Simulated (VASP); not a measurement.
## Ni: single point with PBE

Crystal: Ni.

```
Ni
1.0
     0.00000    1.74147    1.74147
     1.74147    0.00000    1.74147
     1.74147    1.74147    0.00000
Ni
1
Direct
  0.00000 0.00000 0.00000
```

- Program: VASP 6.6.1
- Task: single point
- Functional: PBE
- Potentials or basis: VASP PAW PBE potentials, release 64 (Ni)
- Cutoff: 520 eV
- k mesh: 20 × 20 × 20
- Occupations: gaussian, width 0.1 eV
- Spin: collinear spin, ferromagnetic start
- Starting moments: [0.75] μB

* Pressure: 6.4 GPa
* Net moment: 0.62 μB per cell
* Site moments: Ni +0.63 μB
* Valence electrons inside the program's atomic spheres: Ni 9.36

Levels at points of the mesh, in eV from the Fermi level:
Spin up:
| k point | band 1 | band 2 | band 3 | band 4 | band 5 | band 6 | band 7 | band 8 | band 9 | band 10 |
| --- | --- | --- | --- | --- | --- | --- | --- | --- | --- | --- |
| (0.00, 0.00, 0.00) | -9.22 | -2.51 | -2.51 | -2.51 | -1.29 | -1.29 | 23.97 | 28.07 | 28.07 | 28.07 |
| (0.50, 0.00, 0.00) | -5.00 | -2.50 | -2.50 | -0.60 | -0.60 | -0.35 | 5.87 | 22.45 | 25.19 | 25.19 |
| (0.50, 0.50, 0.00) | -4.83 | -4.36 | -0.55 | -0.46 | -0.46 | 2.46 | 9.48 | 15.10 | 15.10 | 20.10 |
Spin down:
```csv
k point,band 1,band 2,band 3,band 4,band 5,band 6,band 7,band 8,band 9,band 10
"(0.00, 0.00, 0.00)",-9.25,-1.76,-1.76,-1.76,-0.70,-0.70,23.82,28.05,28.05,28.05
"(0.50, 0.00, 0.00)",-4.57,-1.88,-1.88,-0.41,0.16,0.16,6.30,22.31,25.28,25.28
"(0.50, 0.50, 0.00)",-4.49,-3.74,0.06,0.40,0.40,2.43,9.73,15.11,15.11,20.27
```

It took 2.6 min on 1 thread of Intel Xeon 8259CL (shared host), peak memory 0.17 GiB.

Caveat: the cell stands under pressure.
